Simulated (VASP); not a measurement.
Ti:

```
Ti
1.0
    -1.64100    1.64100    1.64100
     1.64100   -1.64100    1.64100
     1.64100    1.64100   -1.64100
Ti
1
Direct
  0.00000 0.00000 0.00000
```

This isn't the form of Ti at room conditions, which is hcp.

```yaml
Program: VASP 6.6.1
Task: relaxation of cell and atoms
Functional: PBEsol
Potentials_or_basis: VASP PAW PBE potentials, release 64 (Ti_sv)
Cutoff: 600 eV
k_mesh: 14 × 14 × 14
Occupations: fermi-dirac, width 0.15 eV
Spin: no spin polarisation
```

At the start: pressure -6.0 GPa; volume 17.68 Å³/atom.

Task: How do energy, volume and symmetry change on relaxing?

Result: Over 3 steps the energy falls by 20.2 meV/atom and the volume is 16.64 Å³/atom (-5.8 %); space group Im-3m (No. 229, to 0.1 Å) before and after.

The path:
| step | energy change (eV) | largest force (eV/Å) | pressure (GPa) | volume (Å³) |
| --- | --- | --- | --- | --- |
| 1 | 0.0000 | 0.0000 | -5.97 | 17.68 |
| 2 | -0.0124 | 0.0000 | 4.25 | 16.04 |
| 3 | -0.0202 | 0.0000 | 0.01 | 16.64 |

Final structure:
```
Ti
1.0
    -1.60839    1.60839    1.60839
     1.60839   -1.60839    1.60839
     1.60839    1.60839   -1.60839
Ti
1
Direct
  0.00000 0.00000 0.00000
```

Caveat: the PAW data sets were made with another functional, which shifts forces and pressure a little.
